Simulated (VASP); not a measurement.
A run of VASP 6.6.1 is set up as follows.

The input INCAR:

```
PREC = Accurate ; ENCUT = 520
EDIFF = 1E-7 ; ISMEAR = 0
SIGMA = 0.1 ; LREAL = False
LASPH = True ; NELM = 100
ALGO = Normal ; ISIF = 2
LWAVE = False ; LCHARG = False
GGA = PE ; NBANDS = 28
```

The input KPOINTS:

```
Automatic mesh
0
Gamma
  10 10 8
```

File POSCAR:

```
AgF4
1.0
    3.6206355223      0.0000000000      0.0000000000
    0.0000000000      3.6206355223      0.0000000000
    0.0000000000      0.0000000000      5.2994055704
Ag F
1 4
Direct
    0.0000000000      0.0000000000      0.0000000000
    0.5000000000      0.0000000000      0.2266598352
    0.0000000000      0.5000000000      0.7733401648
    0.5000000000      0.0000000000      0.7733401648
    0.0000000000      0.5000000000      0.2266598352
```

Potentials or basis: VASP PAW PBE potentials, release 64 (Ag, F).

Command:

```console
$ cat potpaw_PBE.64/Ag/POTCAR potpaw_PBE.64/F/POTCAR > POTCAR
$ mpirun -np 1 vasp_std > vasp.out
```

Estimate the largest force.

0.028 eV/Å.

What does it give for the pressure?

-0.1 GPa.

Forces in eV/Å, atoms in the order of the input:
```
Ag   0.000  0.000  0.000
F    0.000  0.000  0.028
F    0.000  0.000 -0.028
F    0.000  0.000 -0.028
F    0.000  0.000  0.028
```

Caveat: an odd number of electrons without spin polarisation forces a metal; a magnetic or distorted state may lie lower.
